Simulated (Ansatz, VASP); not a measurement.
**Two plane-wave programs on GaP**

```
Ga P
1.0
     0.00000    2.58034    2.58034
     2.58034    0.00000    2.58034
     2.58034    2.58034    0.00000
Ga P
1 1
Direct
  0.00000 0.00000 0.00000
  0.50000 0.50000 0.50000
```

Alike in both runs: functional PBE; k mesh 15 × 15 × 15; occupations fermi-dirac, width 0.1 eV; no spin polarisation.

Ansatz relaxed the structure, and its values are those at the end. VASP's run is a single point on that final structure, the one shown.

```csv
,VASP,Ansatz
version,VASP 6.6.1,Ansatz 0.2.0
potentials or method,"VASP PAW PBE potentials, release 64 (Ga_d, P)","PAW with Ansatz's default frozen-core files, scalar-relativistic"
plane-wave cutoff (eV),520,420
valence electrons in the cell,18,18
```

```tsv
	VASP	Ansatz	Ansatz less VASP
pressure (GPa)	0.1	0.0	-0.07
```
